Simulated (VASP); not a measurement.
# Al3GaN4 (Pm) in VASP: further runs

The runs below take Al3GaN4 through single point, with PBEsol.

Program: VASP 6.6.1. These are calculated values, not measurements. Logs are shortened: lines on timing, memory, paths and dates and some standing lists are left out, and cuts for length are marked.

## (1) The cell of the first run

Symmetry: Pm, No. 6, monoclinic system. The conventional cell has a = 5.043 Å, b = 3.130 Å, c = 10.848 Å, α = 90.00°, β = 92.70°, γ = 90.00°. Within 2.5 Å of Al (site symmetry m) lie 4 N at 1.88 to 1.91 Å. Within 2.5 Å of Al (site symmetry m) lie 4 N at 1.88 to 1.91 Å. Al (site symmetry m) has 4 N at 1.90 to 2.10 Å within 2.5 Å. Within 2.5 Å of Al (site symmetry m) lie 4 N at 1.90 Å. Within 2.5 Å of Al (site symmetry m) lie 4 N at 1.90 to 1.91 Å. Within 2.5 Å of Al (site symmetry m) lie 4 N at 1.90 to 1.91 Å. Within 2.4 Å of Ga (site symmetry m) lie 4 N at 1.83 to 1.96 Å. Within 2.6 Å of Ga (site symmetry m) lie 4 N at 1.93 to 1.96 Å.

## (2) Single point, PBEsol (the part above a cut slid along it)

Input file INCAR:

```
SYSTEM = Al3GaN4
PREC     = Accurate       ! precision mode
ENCUT    = 520            ! plane-wave cutoff, eV
EDIFF    = 1E-6           ! SCF threshold, eV
ISMEAR   = 0              ! smearing method
SIGMA    = 0.05           ! smearing width, eV
LREAL    = Auto         
LASPH    = .TRUE.         ! aspherical terms in the spheres
NELM     = 60             ! most SCF steps
ALGO     = Normal         ! electronic algorithm
ISIF     = 2              ! what is computed and relaxed
LWAVE    = .FALSE.        ! write WAVECAR
LCHARG   = .TRUE.         ! write CHGCAR
GGA      = PS             ! functional
LELF     = .TRUE.         ! ELF
LVHAR    = .TRUE.       
NBANDS   = 56             ! bands
```

Input file KPOINTS:

```
regular mesh
0
G
  5 7 2
  0 0 0
```

Input file POSCAR:

```
Al3GaN4
1.0
   -5.0434079721      0.0000000000     -0.0001149904
    0.0000000000     -3.1300738967      0.0000000000
   -0.5108133116      0.0000000000     10.8359723904
Al Ga N
6 2 8
Direct
    0.4289334800      0.5000000000      0.7083647831
    0.4789334800      0.5000000000      0.2083647831
    0.9948690165      0.5000000000      0.0421027963
    0.9448690165      0.5000000000      0.5421027963
    0.9198573026      1.0000000000      0.7905463175
    0.9698573026      1.0000000000      0.2905463175
    0.4047982415      1.0000000000      0.9578004507
    0.4547982415      1.0000000000      0.4578004507
    0.7930410627      1.0000000000      0.9578646251
    0.8430410627      1.0000000000      0.4578646251
    0.8067177830      0.5000000000      0.7082789324
    0.8567177830      0.5000000000      0.2082789324
    0.3703969028      0.5000000000      0.0447961772
    0.3203969028      0.5000000000      0.5447961772
    0.2980271610      1.0000000000      0.7878464176
    0.3480271610      1.0000000000      0.2878464176
```

Potentials or basis: VASP PAW PBE potentials, release 64 (Al, Ga_d, N).

Started as:

```
cat potpaw_PBE.64/Al/POTCAR potpaw_PBE.64/Ga_d/POTCAR potpaw_PBE.64/N/POTCAR > POTCAR
mpirun -np 1 vasp_std > vasp.out
```

OUTCAR:

```text
SYSTEM = Al3GaN4
   PREC = Accurate
   ENCUT = 520
   EDIFF = 1E-6
   ISMEAR = 0
   LREAL = Auto
   LASPH = .TRUE.
   NELM = 60
   ISIF = 2
   GGA = PS

 ion  position               nearest neighbor table
   1  0.429  0.500  0.708-  14 1.88  15 1.89  15 1.89  11 1.91   4 3.10   5 3.10   5 3.10   5 3.10
                             5 3.10   4 3.10   7 3.12   7 3.12   8 3.13   8 3.13
   2  0.479  0.500  0.208-  13 1.88  16 1.89  16 1.89  12 1.91   3 3.10   6 3.10   6 3.10   6 3.10
                             6 3.10   3 3.10   8 3.12   8 3.12
   3  0.995  0.500  0.042-  13 1.90  12 1.90   9 2.10   9 2.10   7 2.72   7 2.72   2 3.10   2 3.10
                             6 3.11   6 3.11   5 3.18   5 3.18
   4  0.945  0.500  0.542-  10 1.90  10 1.90  14 1.90  11 1.90   1 3.10   8 3.10   8 3.10   1 3.10
                             8 3.11   8 3.11   5 3.11   5 3.11   6 3.14   6 3.14
   5  0.920  0.000  0.791-   9 1.90  11 1.90  11 1.90  15 1.91   1 3.10   1 3.10   7 3.10   1 3.10
                             1 3.10   7 3.11   4 3.11   4 3.11   3 3.18   3 3.18
   6  0.970  0.000  0.291-  10 1.90  12 1.90  12 1.90  16 1.91   2 3.10   2 3.10   8 3.10   2 3.10
                             2 3.10   8 3.11   3 3.11   3 3.11   4 3.14   4 3.14
   7  0.405  0.000  0.958-  13 1.83  13 1.83  15 1.94   9 1.96   3 2.72   3 2.72   5 3.10   5 3.11
                             1 3.12   1 3.12
   8  0.455  0.000  0.458-  14 1.93  14 1.93  16 1.94  10 1.96   6 3.10   4 3.10   4 3.10   4 3.11
                             4 3.11   6 3.11   2 3.12   2 3.12   1 3.13   1 3.13
   9  0.793  0.000  0.958-   5 1.90   7 1.96   3 2.10   3 2.10
  10  0.843  0.000  0.458-   4 1.90   4 1.90   6 1.90   8 1.96
  11  0.807  0.500  0.708-   4 1.90   5 1.90   5 1.90   1 1.91
  12  0.857  0.500  0.208-   3 1.90   6 1.90   6 1.90   2 1.91
  13  0.370  0.500  0.045-   7 1.83   7 1.83   2 1.88   3 1.90
  14  0.320  0.500  0.545-   1 1.88   4 1.90   8 1.93   8 1.93
  15  0.298  0.000  0.788-   1 1.89   1 1.89   5 1.91   7 1.94
  16  0.348  0.000  0.288-   2 1.89   2 1.89   6 1.91   8 1.94

  LATTYP: Found a simple monoclinic cell.
 ALAT       =     5.0434079734
 B/A-ratio  =     0.6206267495
 C/A-ratio  =     2.1509276599
 COS(beta)  =    -0.0470654481

  Lattice vectors:

 A1 = (  -5.0434079721,   0.0000000000,  -0.0001149904)
 A2 = (   0.0000000000,   3.1300738967,   0.0000000000)
 A3 = (   0.5108133116,   0.0000000000, -10.8359723904)

Analysis of symmetry for initial positions (statically):
=====================================================================
 Subroutine PRICEL returns:
 Original cell was already a primitive cell.

 Routine SETGRP: Setting up the symmetry group for a
 simple monoclinic supercell.

 Subroutine GETGRP returns: Found  2 space group operations
 (whereof  2 operations were pure point group operations)
 out of a pool of  4 trial point group operations.

The static configuration has the point symmetry C_1h.

Analysis of symmetry for dynamics (positions and initial velocities):
=====================================================================
 Subroutine PRICEL returns:
 Original cell was already a primitive cell.

 Routine SETGRP: Setting up the symmetry group for a
 simple monoclinic supercell.

 Subroutine GETGRP returns: Found  2 space group operations
 (whereof  2 operations were pure point group operations)
 out of a pool of  4 trial point group operations.

The dynamic configuration has the point symmetry C_1h.

 Subroutine INISYM returns: Found  2 space group operations
 (whereof  2 operations are pure point group operations),
 and found     1 'primitive' translations

----------------------------------------------------------------------------------------

                                     Primitive cell

  volume of cell :     171.0594

  direct lattice vectors                    reciprocal lattice vectors
    -5.043407972  0.000000000 -0.000114990    -0.198278412  0.000000000 -0.009346946
     0.000000000 -3.130073897  0.000000000     0.000000000 -0.319481275  0.000000000
    -0.510813312  0.000000000 10.835972390    -0.000002104  0.000000000  0.092285112

  length of vectors
     5.043407973  3.130073897 10.848005710     0.198498600  0.319481275  0.092285112

  position of ions in fractional coordinates (direct lattice)
     0.428933480  0.500000000  0.708364783
     0.478933480  0.500000000  0.208364783
     0.994869016  0.500000000  0.042102796
     0.944869017  0.500000000  0.542102796
     0.919857303  0.000000000  0.790546318
     0.969857303  0.000000000  0.290546318
[... 8 lines left out ...]
     0.298027161  0.000000000  0.787846418
     0.348027161  0.000000000  0.287846418

  ion indices of the primitive-cell ions
   primitive index   ion index
                 1           1
                 2           2
                 3           3
                 4           4
                 5           5
                 6           6
[... 8 lines left out ...]
                15          15
                16          16

----------------------------------------------------------------------------------------

 KPOINTS: regular mesh

Automatic generation of k-mesh.
 Grid dimensions read from file:
 generate k-points for:    5    7    2

 Generating k-lattice:

  Cartesian coordinates                     Fractional coordinates (reciprocal lattice)
    -0.039655682  0.000000000 -0.001869389     0.200000000  0.000000000  0.000000000
     0.000000000 -0.045640182  0.000000000     0.000000000  0.142857143  0.000000000
    -0.000001052  0.000000000  0.046142556     0.000000000  0.000000000  0.500000000

  Length of vectors
     0.039699720  0.045640182  0.046142556

  Shift w.r.t. Gamma in fractional coordinates (k-lattice)
     0.000000000  0.000000000  0.000000000

 Subroutine IBZKPT returns following result:
 ===========================================

 Found     24 irreducible k-points:

 Following reciprocal coordinates:
            Coordinates               Weight
  0.000000  0.000000  0.000000      1.000000
  0.200000  0.000000  0.000000      2.000000
  0.400000  0.000000  0.000000      2.000000
  0.000000  0.142857  0.000000      2.000000
  0.200000  0.142857  0.000000      4.000000
  0.400000  0.142857  0.000000      4.000000
[... 16 lines left out ...]
  0.200000  0.428571  0.500000      4.000000
  0.400000  0.428571  0.500000      4.000000
   k-points           NKPTS =     24   k-points in BZ     NKDIM =     24   number of bands    NBANDS=     56
   number of dos      NEDOS =    301   number of ions     NIONS =     16
   total plane-waves  NPLWV =  80640
   dimension x,y,z NGX =    40 NGY =   24 NGZ =   84
   dimension x,y,z NGXF=    80 NGYF=   48 NGZF=  168
   ions per type =               6   2   8
   NGX,Y,Z   is equivalent  to a cutoff of  13.19, 12.75, 12.87 a.u.
   NGXF,Y,Z  is equivalent  to a cutoff of  26.37, 25.49, 25.75 a.u.
 SYSTEM =  Al3GaN4
   PREC   = accura    normal or accurate (medium, high low for compatibility)
   ISTART =      0    job   : 0-new  1-cont  2-samecut
   ICHARG =      2    charge: 1-file 2-atom 10-const
   ISPIN  =      1    spin polarized calculation?
   LNONCOLLINEAR =      F non collinear calculations
   LSORBIT =      F    spin-orbit coupling
   LASPH  =      T    aspherical Exc in radial PAW
   ENCUT  =  520.0 eV  38.22 Ry    6.18 a.u.   9.38  5.82 20.17*2*pi/ulx,y,z
   NELM   =     60;   NELMIN=  2; NELMDL= -5     # of ELM steps
   EDIFF  = 0.1E-05   stopping-criterion for ELM
   LREAL  =      T    real-space projection
   EDIFFG = 0.1E-04   stopping-criterion for IOM
   NSW    =      0    number of steps for IOM
   IBRION =     -1    ionic relax: 0-MD 1-quasi-New 2-CG
   NFREE  =      0    steps in history (QN), initial steepest desc. (CG)
   ISIF   =      2    stress and relaxation
   ISYM   =      2    0-nonsym 1-usesym 2-fastsym
   POTIM  = 0.5000    time-step for ionic-motion
   TEBEG  =    0.0;   TEEND  =   0.0 temperature during run
   PSTRESS=    0.0 pullay stress
   NELECT =      84.0000    total number of electrons
   NUPDOWN=      -1.0000    fix difference up-down
   EMIN   =  10.00;   EMAX   =-10.00  energy-range for DOS
   EFERMI =   0.00;   METHOD = LEGACY
   ISMEAR =     0;   SIGMA  =   0.05  broadening in eV -4-tet -1-fermi 0-gaus
   EFERMI_NEDOS =   21; number of points for ismear=-14 and -15
   IALGO  =     38    algorithm
   IMIX   =      4    mixing-type and parameters
     AMIX     =   0.40;   BMIX     =  1.00
     AMIX_MAG =   1.60;   BMIX_MAG =  1.00
  volume/ion in A,a.u.               =      10.69        72.15
  Fermi-wavevector in a.u.,A,eV,Ry     =   1.291573  2.440719 22.696701  1.668160
  Thomas-Fermi vector in A             =   2.423334
   LORBIT       =      0    0 simple, 1 ext, 2 COOP (PROOUT), +10 PAW based schemes
   GGA     = PS    functional components
   LHFCALC =     F    Hartree Fock is set to
   AEXX    =    0.0000 exact exchange contribution
   IVDW    =     0    specifies the selected vdW correction
   LEPSILON=     F    determine dielectric tensor
   LRPA    =     F    only Hartree local field effects (RPA)
 non-spin polarized calculation
 Gauss-broadening in eV      SIGMA  =   0.05
  energy-cutoff  :      520.00
  volume of cell :      171.06
 maximum number of plane-waves:      4634
 NGX is ok and might be reduce to    40
   NGX = 19   NGY = 11   NGZ = 41

 number of electron      83.9999972 magnetization

 Free energy of the ion-electron system (eV)
  ---------------------------------------------------
  ext. energy  EPLUGINS =         0.00000000
  ---------------------------------------------------
  free energy    TOTEN  =      -118.34124893 eV

  energy without entropy =     -118.34124893  energy(sigma->0) =     -118.34124893

 E-fermi :   6.8212     XC(G=0): -11.3294

 val. band max:        6.5698438121   @ k =   0.0000   0.0000   0.5000
 cond. band min:       8.9253353803   @ k =   0.0000   0.0000   0.0000
 fundamental gap:      2.3554915683
 Fermi energy:         6.8211913836

 k-point     1 :       0.0000    0.0000    0.0000
  band No.  band energies     occupation
      1      -9.9059      2.00000
      2      -9.2693      2.00000
      3      -8.8194      2.00000
      4      -8.3763      2.00000
      5      -8.1110      2.00000
      6      -7.8548      2.00000
[... 46 lines left out ...]
     53      13.8103      0.00000
     54      14.7839      0.00000

 k-point     2 :       0.2000    0.0000    0.0000
  band No.  band energies     occupation
      1      -9.8358      2.00000
      2      -9.1684      2.00000
      3      -8.7200      2.00000
      4      -8.3389      2.00000
      5      -8.1458      2.00000
      6      -7.8272      2.00000
[... 46 lines left out ...]
     53      14.4146      0.00000
     54      14.7700      0.00000

 k-point     3 :       0.4000    0.0000    0.0000
  band No.  band energies     occupation
      1      -9.7167      2.00000
      2      -8.9011      2.00000
      3      -8.5144      2.00000
      4      -8.3501      2.00000
      5      -8.2378      2.00000
      6      -7.8031      2.00000
[... 46 lines left out ...]
     53      14.6886      0.00000
     54      14.8736      0.00000
[... 1084 lines left out ...]
 k-point    23 :       0.2000    0.4286    0.5000
  band No.  band energies     occupation
      1      -9.1956      2.00000
      2      -8.4144      2.00000
      3      -8.0505      2.00000
      4      -8.0118      2.00000
      5      -7.8227      2.00000
      6      -7.5712      2.00000
[... 46 lines left out ...]
     53      13.9358      0.00000
     54      14.5043      0.00000

 k-point    24 :       0.4000    0.4286    0.5000
  band No.  band energies     occupation
      1      -9.1715      2.00000
      2      -8.3759      2.00000
      3      -7.9993      2.00000
      4      -7.9821      2.00000
      5      -7.7555      2.00000
      6      -7.4761      2.00000
[... 46 lines left out ...]
     53      14.3134      0.00000
     54      14.5565      0.00000
 [bands above 54 left out]

------------------------ aborting loop because EDIFF is reached ----------------------------------------

  FORCE on cell =-STRESS in cart. coord.  units (eV):
  Direction    XX          YY          ZZ          XY          YZ          ZX
  --------------------------------------------------------------------------------------
  -------------------------------------------------------------------------------------
  Total       -0.9413118      3.6438938      0.3763399      0.0000000      0.0000000      5.3947878
  in kB       -8.8165169     34.1294467      3.5248759      0.0000000      0.0000000     50.5286739
  external PRESSURE =       9.6126019 kB  Pullay stress =       0.0000000 kB

 VOLUME and BASIS-vectors are now :
 -----------------------------------------------------------------------------
  energy-cutoff  :      520.00
  volume of cell :      171.06
      direct lattice vectors                 reciprocal lattice vectors
    -5.043407972  0.000000000 -0.000114990    -0.198278412  0.000000000 -0.009346946
     0.000000000 -3.130073897  0.000000000     0.000000000 -0.319481275  0.000000000
    -0.510813312  0.000000000 10.835972390    -0.000002104  0.000000000  0.092285112

 POSITION                                       TOTAL-FORCE (eV/Angst)
 -----------------------------------------------------------------------------------
     -2.52513     -1.56504      7.67577        -0.227505      0.000000     -0.009568
     -2.52189     -1.56504      2.25778        -0.307382      0.000000      0.085810
     -5.03904     -1.56504      0.45611         4.093472      0.000000     -0.498104
     -5.04227     -1.56504      5.87410         0.091587      0.000000      0.113219
     -5.04304      0.00000      8.56623         0.316613      0.000000      0.516843
     -5.03980      0.00000      3.14824         0.108608      0.000000      0.040347
[... 8 lines left out ...]
     -1.90551      0.00000      8.53705        -0.089730      0.000000      0.191028
     -1.90228      0.00000      3.11906        -0.014839      0.000000     -0.209531
 -----------------------------------------------------------------------------------
    total drift:                                0.009970     -0.000000      0.003955

  FREE ENERGIE OF THE ION-ELECTRON SYSTEM (eV)
  ---------------------------------------------------
  free  energy   TOTEN  =      -118.3412489307 eV

  energy  without entropy=     -118.3412489307  energy(sigma->0) =     -118.34124893
```

Wall time 5.1 min (1 thread of AMD EPYC 9R45 (Zen 5), shared host); peak memory 0.31 GiB.

What came out:

```yaml
Free_energy: -118.3412 eV
Pressure: 1.0 GPa
Largest_force: 4.124 eV/Å
Band_gap_on_the_k_mesh: 2.36 eV
```

Forces in eV/Å, atoms in the order of the input:
```
Al  -0.228  0.000 -0.010
Al  -0.307  0.000  0.086
Al   4.093  0.000 -0.498
Al   0.092  0.000  0.113
Al   0.317  0.000  0.517
Al   0.109  0.000  0.040
Ga  -2.812  0.000 -1.813
Ga  -0.078  0.000  0.084
N   -3.940  0.000  0.476
N    0.004  0.000 -0.076
N    0.018  0.000 -0.344
N   -0.080  0.000  0.176
N    2.906  0.000  1.313
N    0.010  0.000 -0.046
N   -0.090  0.000  0.191
N   -0.015  0.000 -0.210
```

Levels at points of the mesh, in eV from the valence-band top:
| k point | band 38 | band 39 | band 40 | band 41 | band 42 | band 43 | band 44 | band 45 | band 46 | band 47 |
| --- | --- | --- | --- | --- | --- | --- | --- | --- | --- | --- |
| (0.00, 0.00, 0.00) | -1.23 | -0.91 | -0.86 | -0.49 | 0.00 | 2.36 | 4.16 | 4.61 | 4.83 | 5.11 |
| (0.00, 0.00, 0.50) | -1.29 | -0.91 | -0.90 | -0.65 | 0.00 | 2.97 | 3.54 | 4.77 | 4.93 | 5.27 |

Caveat: the cell differs from its parent crystal (the part above a cut slid along it); the PAW data sets were made with another functional, which shifts forces and pressure a little.

## (3) Single point, PBEsol (the part above a cut slid along it)

Input file INCAR:

```
ALGO = Normal ; EDIFF = 1E-6
ENCUT = 520 ; GGA = PS
ISIF = 2 ; ISMEAR = 0
LASPH = T ; LCHARG = T
LELF = T ; LREAL = Auto
LVHAR = T ; LWAVE = F
NBANDS = 56 ; NELM = 80
PREC = Accurate ; SIGMA = 0.05
```

Input file KPOINTS:

```
k-points
0
Gamma
  5 7 2
```

Input file POSCAR:

```
Al3GaN4
1.0
   -5.0434079721      0.0000000000     -0.0001149904
    0.0000000000     -3.1300738967      0.0000000000
   -1.5194949060      0.0000000000     10.8359493923
Al Ga N
6 2 8
Direct
    0.2872605234      0.5000000000      0.7083647831
    0.4372605234      0.5000000000      0.2083647831
    0.9864484572      0.5000000000      0.0421027963
    0.8364484572      0.5000000000      0.5421027963
    0.7617480392      1.0000000000      0.7905463175
    0.9117480392      1.0000000000      0.2905463175
    0.2132381514      1.0000000000      0.9578004507
    0.3632381514      1.0000000000      0.4578004507
    0.6014681377      1.0000000000      0.9578646251
    0.7514681377      1.0000000000      0.4578646251
    0.6650619965      0.5000000000      0.7082789324
    0.8150619965      0.5000000000      0.2082789324
    0.3614376673      0.5000000000      0.0447961772
    0.2114376673      0.5000000000      0.5447961772
    0.1404578775      1.0000000000      0.7878464176
    0.2904578775      1.0000000000      0.2878464176
```

Potentials or basis: VASP PAW PBE potentials, release 64 (Al, Ga_d, N).

Started as:

```
cat potpaw_PBE.64/Al/POTCAR potpaw_PBE.64/Ga_d/POTCAR potpaw_PBE.64/N/POTCAR > POTCAR
mpirun -np 1 vasp_std > vasp.out
```

It took 5.3 min on 1 thread of AMD EPYC 9R45 (Zen 5), shared host; peak memory 0.31 GiB.

Results (log left out):

| Quantity | Value |
| --- | --- |
| Free energy | -109.7224 eV |
| Pressure | 8.9 GPa |
| Largest force | 8.686 eV/Å |
| Band gap on the k mesh | 0.04 eV (least direct gap 0.24 eV) |

Forces in eV/Å, atoms in the order of the input:
```
Al  -0.236  0.000 -0.092
Al  -0.387  0.000  0.118
Al   6.840  0.000  5.354
Al   0.046  0.000  0.065
Al   0.006  0.000  0.266
Al   0.013  0.000 -0.109
Ga  -5.127  0.000 -4.325
Ga  -0.053  0.000  0.063
N   -2.058  0.000  0.189
N   -0.001  0.000 -0.077
N    0.034  0.000 -0.283
N    0.205  0.000  0.061
N    0.912  0.000 -0.399
N    0.020  0.000 -0.044
N   -0.225  0.000 -0.663
N    0.011  0.000 -0.123
```

Stress tensor (GPa, compression positive):
```
 6.05  0.00  6.76
 0.00 15.15  0.00
 6.76  0.00  5.50
```

Levels at points of the mesh, in eV from the valence-band top:
| k point | band 39 | band 40 | band 41 | band 42 | band 43 | band 44 | band 45 | band 46 |
| --- | --- | --- | --- | --- | --- | --- | --- | --- |
| (0.00, 0.00, 0.00) | -2.03 | -2.02 | -1.23 | -0.31 | 0.19 | 2.47 | 2.86 | 3.76 |
| (0.00, 0.00, 0.50) | -2.02 | -2.02 | -1.38 | -0.14 | 0.19 | 2.23 | 3.28 | 3.74 |

Caveat: the cell differs from its parent crystal (the part above a cut slid along it); the stress differs along the axes, from 6 to 15 GPa; semilocal functionals underestimate gaps, and a narrow one can read as zero; the PAW data sets were made with another functional, which shifts forces and pressure a little. A k mesh can miss the band edges.

(Part 1 of 2 ends here.)
